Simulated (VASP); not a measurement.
# TaIn2 (P6/mmm) in VASP: notebook

The runs below take TaIn2 through single point, relaxation of cell and atoms, with PBE.

Everything below comes from runs of VASP 6.6.1. Logs are shortened: lines on timing, memory, paths and dates and some standing lists are left out, and cuts for length are marked.

## Step 1: The cell of the first run

Symmetry: P6/mmm, No. 191, hexagonal system. Conventional cell: a = 5.018 Å, b = 5.018 Å, c = 2.881 Å, α = 90.00°, β = 90.00°, γ = 120.00°. Within 3.8 Å of Ta (site symmetry 6/mmm) lie 2 Ta at 2.88 Å and 12 In at 3.24 Å. Within 3.8 Å of In (site symmetry -6m2) lie 5 In at 2.88 to 2.90 Å and 6 Ta at 3.24 Å.

## Step 2: Single point, PBE

INCAR

```
SYSTEM = TaIn2
PREC = Accurate
ENCUT = 520
EDIFF = 1E-7
ISMEAR = 0
SIGMA = 0.1
LREAL = .FALSE.
LASPH = .TRUE.
NELM = 60
ALGO = Fast
ISIF = 2
LWAVE = .FALSE.
LCHARG = .TRUE.
GGA = PE
LELF = .TRUE.
LVHAR = .TRUE.
NBANDS = 26
```

KPOINTS

```
regular mesh
0
G
  12 12 16
  0 0 0
```

POSCAR

```
TaIn2
1.0
    5.0181576855      0.0000000000      0.0000000000
   -2.5090788427      4.3458520359      0.0000000000
    0.0000000000      0.0000000000      2.8813930417
Ta In
1 2
Direct
    0.0000000000      0.0000000000      0.0000000000
    0.3333333333      0.6666666667      0.5000000000
    0.6666666667      0.3333333333      0.5000000000
```

Potentials or basis: VASP PAW PBE potentials, release 64 (Ta_pv, In_d).

The run is started by

```console
$ cat potpaw_PBE.64/Ta_pv/POTCAR potpaw_PBE.64/In_d/POTCAR > POTCAR
$ mpirun -np 1 vasp_std > vasp.out
```

OUTCAR:

```text
SYSTEM = TaIn2
   PREC = Accurate
   ENCUT = 520
   EDIFF = 1E-7
   ISMEAR = 0
   LREAL = .FALSE.
   LASPH = .TRUE.
   NELM = 60
   ISIF = 2
   GGA = PE

 ion  position               nearest neighbor table
   1  0.000  0.000  0.000-   2 3.24   3 3.24   2 3.24   3 3.24   3 3.24   3 3.24   2 3.24   2 3.24
                             3 3.24   3 3.24   2 3.24   2 3.24
   2  0.333  0.667  0.500-   3 2.90   3 2.90   3 2.90   1 3.24   1 3.24   1 3.24   1 3.24   1 3.24
                             1 3.24
   3  0.667  0.333  0.500-   2 2.90   2 2.90   2 2.90   1 3.24   1 3.24   1 3.24   1 3.24   1 3.24
                             1 3.24

  LATTYP: Found a hexagonal cell.
 ALAT       =     5.0181576855
 C/A-ratio  =     0.5741934037

  Lattice vectors:

 A1 = (   5.0181576855,   0.0000000000,   0.0000000000)
 A2 = (  -2.5090788427,   4.3458520359,   0.0000000000)
 A3 = (   0.0000000000,   0.0000000000,   2.8813930417)

Analysis of symmetry for initial positions (statically):
=====================================================================
 Subroutine PRICEL returns:
 Original cell was already a primitive cell.

 Routine SETGRP: Setting up the symmetry group for a
 hexagonal supercell.

 Subroutine GETGRP returns: Found 24 space group operations
 (whereof 24 operations were pure point group operations)
 out of a pool of 24 trial point group operations.

The static configuration has the point symmetry D_6h.

Analysis of symmetry for dynamics (positions and initial velocities):
=====================================================================
 Subroutine PRICEL returns:
 Original cell was already a primitive cell.

 Routine SETGRP: Setting up the symmetry group for a
 hexagonal supercell.

 Subroutine GETGRP returns: Found 24 space group operations
 (whereof 24 operations were pure point group operations)
 out of a pool of 24 trial point group operations.

The dynamic configuration has the point symmetry D_6h.

 Subroutine INISYM returns: Found 24 space group operations
 (whereof 24 operations are pure point group operations),
 and found     1 'primitive' translations

----------------------------------------------------------------------------------------

                                     Primitive cell

  volume of cell :      62.8379

  direct lattice vectors                    reciprocal lattice vectors
     5.018157686  0.000000000  0.000000000     0.199276321  0.115052237  0.000000000
    -2.509078843  4.345852036  0.000000000     0.000000000  0.230104475  0.000000000
     0.000000000  0.000000000  2.881393042     0.000000000  0.000000000  0.347054354

  length of vectors
     5.018157686  5.018157686  2.881393042     0.230104475  0.230104475  0.347054354

  position of ions in fractional coordinates (direct lattice)
     0.000000000  0.000000000  0.000000000
     0.333333333  0.666666667  0.500000000
     0.666666667  0.333333333  0.500000000

  ion indices of the primitive-cell ions
   primitive index   ion index
                 1           1
                 2           2
                 3           3

----------------------------------------------------------------------------------------

 KPOINTS: regular mesh

Automatic generation of k-mesh.
 Grid dimensions read from file:
 generate k-points for:   12   12   16

 Generating k-lattice:

  Cartesian coordinates                     Fractional coordinates (reciprocal lattice)
     0.016606360  0.009587686  0.000000000     0.083333333  0.000000000  0.000000000
     0.000000000  0.019175373  0.000000000     0.000000000  0.083333333  0.000000000
     0.000000000  0.000000000  0.021690897     0.000000000  0.000000000  0.062500000

  Length of vectors
     0.019175373  0.019175373  0.021690897

  Shift w.r.t. Gamma in fractional coordinates (k-lattice)
     0.000000000  0.000000000  0.000000000

 Subroutine IBZKPT returns following result:
 ===========================================

 Found    171 irreducible k-points:

 Following reciprocal coordinates:
            Coordinates               Weight
  0.000000  0.000000  0.000000      1.000000
  0.083333 -0.000000  0.000000      6.000000
  0.166667 -0.000000  0.000000      6.000000
  0.250000 -0.000000  0.000000      6.000000
  0.333333 -0.000000  0.000000      6.000000
  0.416667  0.000000  0.000000      6.000000
[... 16 lines left out ...]
  0.250000 -0.000000  0.062500     12.000000
  0.333333 -0.000000  0.062500     12.000000
 [... further k-points ...]
   k-points           NKPTS =    171   k-points in BZ     NKDIM =    171   number of bands    NBANDS=     26
   number of dos      NEDOS =    301   number of ions     NIONS =      3
   total plane-waves  NPLWV =  38400
   dimension x,y,z NGX =    40 NGY =   40 NGZ =   24
   dimension x,y,z NGXF=    80 NGYF=   80 NGZF=   48
   ions per type =               1   2
   NGX,Y,Z   is equivalent  to a cutoff of  13.25, 13.25, 13.85 a.u.
   NGXF,Y,Z  is equivalent  to a cutoff of  26.50, 26.50, 27.69 a.u.
 SYSTEM =  TaIn2
   PREC   = accura    normal or accurate (medium, high low for compatibility)
   ISTART =      0    job   : 0-new  1-cont  2-samecut
   ICHARG =      2    charge: 1-file 2-atom 10-const
   ISPIN  =      1    spin polarized calculation?
   LNONCOLLINEAR =      F non collinear calculations
   LSORBIT =      F    spin-orbit coupling
   LASPH  =      T    aspherical Exc in radial PAW
   ENCUT  =  520.0 eV  38.22 Ry    6.18 a.u.   9.33  9.33  5.36*2*pi/ulx,y,z
   NELM   =     60;   NELMIN=  2; NELMDL= -5     # of ELM steps
   EDIFF  = 0.1E-06   stopping-criterion for ELM
   LREAL  =      F    real-space projection
   EDIFFG = 0.1E-05   stopping-criterion for IOM
   NSW    =      0    number of steps for IOM
   IBRION =     -1    ionic relax: 0-MD 1-quasi-New 2-CG
   NFREE  =      0    steps in history (QN), initial steepest desc. (CG)
   ISIF   =      2    stress and relaxation
   ISYM   =      2    0-nonsym 1-usesym 2-fastsym
   POTIM  = 0.5000    time-step for ionic-motion
   TEBEG  =    0.0;   TEEND  =   0.0 temperature during run
   PSTRESS=    0.0 pullay stress
   NELECT =      37.0000    total number of electrons
   NUPDOWN=      -1.0000    fix difference up-down
   EMIN   =  10.00;   EMAX   =-10.00  energy-range for DOS
   EFERMI =   0.00;   METHOD = LEGACY
   ISMEAR =     0;   SIGMA  =   0.10  broadening in eV -4-tet -1-fermi 0-gaus
   EFERMI_NEDOS =   21; number of points for ismear=-14 and -15
   IALGO  =     68    algorithm
   IMIX   =      4    mixing-type and parameters
     AMIX     =   0.40;   BMIX     =  1.00
     AMIX_MAG =   1.60;   BMIX_MAG =  1.00
  volume/ion in A,a.u.               =      20.95       141.35
  Fermi-wavevector in a.u.,A,eV,Ry     =   1.372150  2.592987 25.616978  1.882795
  Thomas-Fermi vector in A             =   2.497783
   LORBIT       =      0    0 simple, 1 ext, 2 COOP (PROOUT), +10 PAW based schemes
   GGA     = PE    functional components
   LHFCALC =     F    Hartree Fock is set to
   AEXX    =    0.0000 exact exchange contribution
   IVDW    =     0    specifies the selected vdW correction
   LEPSILON=     F    determine dielectric tensor
   LRPA    =     F    only Hartree local field effects (RPA)
 non-spin polarized calculation
 RMM-DIIS sequential band-by-band and
 Gauss-broadening in eV      SIGMA  =   0.10
  energy-cutoff  :      520.00
  volume of cell :       62.84
 maximum number of plane-waves:      1715
 NGX is ok and might be reduce to    40
   NGX = 19   NGY = 19   NGZ = 11

 number of electron      37.0000005 magnetization

 Free energy of the ion-electron system (eV)
  ---------------------------------------------------
  ext. energy  EPLUGINS =         0.00000000
  ---------------------------------------------------
  free energy    TOTEN  =       -15.70353205 eV

  energy without entropy =      -15.69494768  energy(sigma->0) =      -15.69923986

 E-fermi :   8.3268     XC(G=0): -11.5366

 val. band max:        8.3265429660   @ k =   0.3333  -0.0000   0.2500
 cond. band min:       8.3275331899   @ k =   0.1667  -0.0000   0.0000
 fundamental gap:      0.0009902239
 Fermi energy:         8.3268031566

 k-point     1 :       0.0000    0.0000    0.0000
  band No.  band energies     occupation
      1     -26.4133      2.00000
      2     -26.4133      2.00000
      3     -25.7837      2.00000
      4      -6.8413      2.00000
      5      -6.5555      2.00000
      6      -6.3039      2.00000
[... 18 lines left out ...]
     25      12.7954      0.00000
     26      16.6167      0.00000

 k-point     2 :       0.0833   -0.0000    0.0000
  band No.  band energies     occupation
      1     -26.4135      2.00000
      2     -26.4133      2.00000
      3     -25.7837      2.00000
      4      -6.8379      2.00000
      5      -6.5634      2.00000
      6      -6.3264      2.00000
[... 18 lines left out ...]
     25      13.0357      0.00000
     26      16.7366      0.00000

 k-point     3 :       0.1667   -0.0000    0.0000
  band No.  band energies     occupation
      1     -26.4139      2.00000
      2     -26.4134      2.00000
      3     -25.7837      2.00000
      4      -6.8281      2.00000
      5      -6.5855      2.00000
      6      -6.3721      2.00000
[... 18 lines left out ...]
     25      13.9458      0.00000
     26      17.0799      0.00000

 k-point     4 :       0.2500   -0.0000    0.0000
  band No.  band energies     occupation
      1     -26.4144      2.00000
      2     -26.4135      2.00000
      3     -25.7837      2.00000
      4      -6.8130      2.00000
      5      -6.6177      2.00000
      6      -6.4177      2.00000
[... 18 lines left out ...]
     25      15.1892      0.00000
     26      17.6049      0.00000

 k-point     5 :       0.3333   -0.0000    0.0000
  band No.  band energies     occupation
      1     -26.4150      2.00000
      2     -26.4135      2.00000
      3     -25.7837      2.00000
      4      -6.7939      2.00000
      5      -6.6540      2.00000
      6      -6.4539      2.00000
[... 18 lines left out ...]
     25      16.4016      0.00000
     26      17.7898      0.00000

 k-point     6 :       0.4167    0.0000    0.0000
  band No.  band energies     occupation
      1     -26.4154      2.00000
      2     -26.4136      2.00000
      3     -25.7837      2.00000
      4      -6.7733      2.00000
      5      -6.6873      2.00000
      6      -6.4768      2.00000
[... 427 lines left out ...]
 k-point    21 :       0.0833   -0.0000    0.0625
  band No.  band energies     occupation
      1     -26.4105      2.00000
      2     -26.4103      2.00000
      3     -25.8122      2.00000
      4      -6.8077      2.00000
      5      -6.5277      2.00000
      6      -6.3247      2.00000
[... 18 lines left out ...]
     25      13.0530      0.00000
     26      16.0214      0.00000

 k-point    22 :       0.1667   -0.0000    0.0625
  band No.  band energies     occupation
      1     -26.4109      2.00000
      2     -26.4104      2.00000
      3     -25.8121      2.00000
      4      -6.7981      2.00000
      5      -6.5522      2.00000
      6      -6.3702      2.00000
[... 18 lines left out ...]
     25      13.9881      0.00000
     26      16.3482      0.00000

 k-point    23 :       0.2500   -0.0000    0.0625
  band No.  band energies     occupation
      1     -26.4114      2.00000
      2     -26.4105      2.00000
      3     -25.8122      2.00000
      4      -6.7831      2.00000
      5      -6.5871      2.00000
      6      -6.4156      2.00000
[... 18 lines left out ...]
     25      15.2147      0.00000
     26      16.8261      0.00000

 k-point    24 :       0.3333   -0.0000    0.0625
  band No.  band energies     occupation
      1     -26.4120      2.00000
      2     -26.4105      2.00000
      3     -25.8122      2.00000
      4      -6.7642      2.00000
      5      -6.6258      2.00000
      6      -6.4517      2.00000
[... 18 lines left out ...]
     25      16.3785      0.00000
     26      17.3486      0.00000

 [... further k-points ...]

------------------------ aborting loop because EDIFF is reached ----------------------------------------

  FORCE on cell =-STRESS in cart. coord.  units (eV):
  Direction    XX          YY          ZZ          XY          YZ          ZX
  --------------------------------------------------------------------------------------
  -------------------------------------------------------------------------------------
  Total        0.0234424      0.0234424      0.0089413      0.0000000     -0.0000000      0.0000000
  in kB        0.5977104      0.5977104      0.2279756      0.0000000     -0.0000000      0.0000000
  external PRESSURE =       0.4744655 kB  Pullay stress =       0.0000000 kB

 VOLUME and BASIS-vectors are now :
 -----------------------------------------------------------------------------
  energy-cutoff  :      520.00
  volume of cell :       62.84
      direct lattice vectors                 reciprocal lattice vectors
     5.018157686  0.000000000  0.000000000     0.199276321  0.115052237  0.000000000
    -2.509078843  4.345852036  0.000000000     0.000000000  0.230104475  0.000000000
     0.000000000  0.000000000  2.881393042     0.000000000  0.000000000  0.347054354

 POSITION                                       TOTAL-FORCE (eV/Angst)
 -----------------------------------------------------------------------------------
      0.00000      0.00000      0.00000        -0.000000      0.000000      0.000000
     -0.00000      2.89723      1.44070         0.000000      0.000000     -0.000000
      2.50908      1.44862      1.44070        -0.000000     -0.000000      0.000000
 -----------------------------------------------------------------------------------
    total drift:                               -0.000000      0.000000      0.000000

  FREE ENERGIE OF THE ION-ELECTRON SYSTEM (eV)
  ---------------------------------------------------
  free  energy   TOTEN  =       -15.7035320457 eV

  energy  without entropy=      -15.6949476777  energy(sigma->0) =      -15.69923986
```

Wall time 5.1 min (1 thread of Intel Xeon Platinum 8488C (Sapphire Rapids), shared host); peak memory 0.38 GiB.

Results:

```yaml
Free_energy: -15.7035 eV
Pressure: 0.0 GPa
Band_gap_on_the_k_mesh: zero (an odd number of electrons rules out a gap without spin polarisation)
```

Caveat: spin-orbit coupling is left out, which moves the levels of the heavy elements.

(Part 1 of 2 ends here.)
